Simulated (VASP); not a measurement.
Input of a VASP 6.6.1 run:

Contents of POSCAR:

```
TaN
1.0
    0.0000000000      2.1938075083      2.1938075083
    2.1938075083      0.0000000000      2.1938075083
    2.1938075083      2.1938075083      0.0000000000
Ta N
1 1
Direct
    0.5000000000      0.5000000000      0.5000000000
    0.0000000000      0.0000000000      0.0000000000
```

INCAR.step1

```
SYSTEM = TaN
  ALGO = Normal
  EDIFF = 1E-4
  ENCUT = 520
  GGA = PE
  ISMEAR = -1
  LASPH = .TRUE.
  LCHARG = .FALSE.
  LREAL = .FALSE.
  LWAVE = .TRUE.
  NBANDS = 15
  NELM = 100
  PREC = Accurate
  SIGMA = 0.05
```

INCAR.step2

```
SYSTEM = TaN
  ALGO = Normal
  EDIFF = 1E-7
  ENCUT = 520
  ISIF = 2
  ISMEAR = -1
  ISTART = 1
  LASPH = .TRUE.
  LCHARG = .TRUE.
  LELF = .TRUE.
  LMIXTAU = .TRUE.
  LREAL = .FALSE.
  LVHAR = .TRUE.
  LWAVE = .FALSE.
  METAGGA = R2SCAN
  NBANDS = 15
  NELM = 100
  PREC = Accurate
  SIGMA = 0.05
```

KPOINTS

```
k-points
0
G
  10 10 10
  0 0 0
```

Potentials or basis: VASP PAW PBE potentials, release 64 (Ta_pv, N).

Launch:

```bash
$ cat potpaw_PBE.64/Ta_pv/POTCAR potpaw_PBE.64/N/POTCAR > POTCAR
$ cp INCAR.step1 INCAR
$ mpirun -np 1 vasp_std > vasp.out
$ cp INCAR.step2 INCAR
$ mpirun -np 1 vasp_std > vasp.out
```

Question: Predict the pressure.

Answer: 4.0 GPa.

Question: What does it give for the band gap on the k mesh?

Answer: Zero (band 8 reaches 11.63 eV, above the bottom of band 9 at 7.50 eV).

Caveat: the PAW data sets were made with another functional, which shifts forces and pressure a little; spin-orbit coupling is left out, which moves the levels of the heavy elements.
